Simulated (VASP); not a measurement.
Wanted: the native input for a VASP 6.6.1 run.

```
Task                   : single point
Functional             : PBE
Dispersion             : D3(BJ)
Potentials or basis    : VASP PAW PBE potentials, release 64 (Te, Mo_sv)
Cutoff                 : 520 eV
k mesh                 : 9 × 9 × 4
Occupations            : gaussian, width 0.05 eV
Spin                   : no spin polarisation
Dipole correction      : no
Further INCAR settings : ALGO = Normal; EDIFF = 1e-07; NBANDS = 20
```

The structure of Te2Mo lies in POSCAR:

```
Te2Mo
1.0
    3.3728278289      0.0000000000      0.0000000000
   -1.6864139145      2.9209545824      0.0000000000
    0.0000000000      0.0000000000      8.1582734926
Te Mo
2 1
Direct
    0.3247932314      0.6495864627      0.7614144829
    0.3418734353      0.6837468706      0.2385855171
    0.0000000000      0.0000000000      0.0000000000
```

This cell differs from its parent crystal: mode 5 frozen in at -0.052 Å, strain +e along z and -e/2 along x and y +0.0700.

The input as run:

INCAR

```
PREC = Accurate ; ENCUT = 520
EDIFF = 1E-7 ; ISMEAR = 0
SIGMA = 0.05 ; LREAL = False
LASPH = True ; NELM = 80
ALGO = Normal ; ISIF = 2
LWAVE = False ; LCHARG = False
GGA = PE ; IVDW = 12
NBANDS = 20
```

KPOINTS

```
regular mesh
0
Gamma
  9 9 4
```

Potentials or basis: VASP PAW PBE potentials, release 64 (Te, Mo_sv).

Launch:

```sh
$ cat potpaw_PBE.64/Te/POTCAR potpaw_PBE.64/Mo_sv/POTCAR > POTCAR
$ mpirun -np 1 vasp_std > vasp.out
```

It gave:

```yaml
Pressure: -0.9 GPa
Largest_force: 0.903 eV/Å
Band_gap_on_the_k_mesh: 0.53 eV, indirect (least direct gap 1.07 eV)
Dispersion_energy_per_atom: -0.503 eV
```

Caveat: the cell differs from its parent crystal (mode 5 frozen in at -0.052 Å, strain +e along z and -e/2 along x and y +0.0700); spin-orbit coupling is left out, which moves the levels of the heavy elements.

Wall time 2.5 min on 1 thread of Intel(R) Xeon(R) Platinum 8259CL CPU @ 2.50GHz (Skylake/Cascade Lake) (shared host), peak memory 0.32 GiB.
